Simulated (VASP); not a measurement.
Input of a VASP 6.6.1 run:

Contents of POSCAR:

```
InSb
1.0
    0.0000000000      3.1811276270      3.1811276270
    3.1811276270      0.0000000000      3.1811276270
    3.1811276270      3.1811276270      0.0000000000
In Sb
1 1
Direct
    0.0000000000      0.0000000000      0.0000000000
    0.2500000000      0.2500000000      0.2500000000
```

INCAR.step1

```
SYSTEM = InSb
PREC = Accurate
ENCUT = 520
EDIFF = 1E-5
ISMEAR = -1
SIGMA = 0.02
LREAL = .FALSE.
LASPH = .TRUE.
NELM = 80
ALGO = Normal
ISIF = 2
LWAVE = .TRUE.
LCHARG = .FALSE.
GGA = PE
NBANDS = 16
```

The input INCAR.step2:

```
SYSTEM = InSb
PREC = Accurate
ENCUT = 520
EDIFF = 1E-6
ISMEAR = -1
SIGMA = 0.02
LREAL = .FALSE.
LASPH = .TRUE.
NELM = 80
ALGO = Normal
ISIF = 2
LWAVE = .FALSE.
LCHARG = .FALSE.
GGA = PE
LHFCALC = .TRUE.
HFSCREEN = 0.2079
PRECFOCK = Normal
ISTART = 1
NBANDS = 16
```

The input KPOINTS:

```
Automatic mesh
0
G
  4 4 4
  0 0 0
```

Potentials or basis: VASP PAW PBE potentials, release 64 (In_d, Sb).

The run is started by

```sh
$ cat potpaw_PBE.64/In_d/POTCAR potpaw_PBE.64/Sb/POTCAR > POTCAR
$ cp INCAR.step1 INCAR
$ mpirun -np 1 vasp_std > vasp.out
$ cp INCAR.step2 INCAR
$ mpirun -np 1 vasp_std > vasp.out
```

Question: Estimate the pressure.

Answer: 4.2 GPa.

Question: Estimate the band gap on the k mesh.

Answer: 0.93 eV.

Caveat: the k points lie up to 0.43 Å⁻¹ apart; the cell differs from its parent crystal (strain -3.0%); the PAW data sets were made with another functional, which shifts forces and pressure a little; spin-orbit coupling is left out, which moves the levels of the heavy elements. A k mesh can miss the band edges.
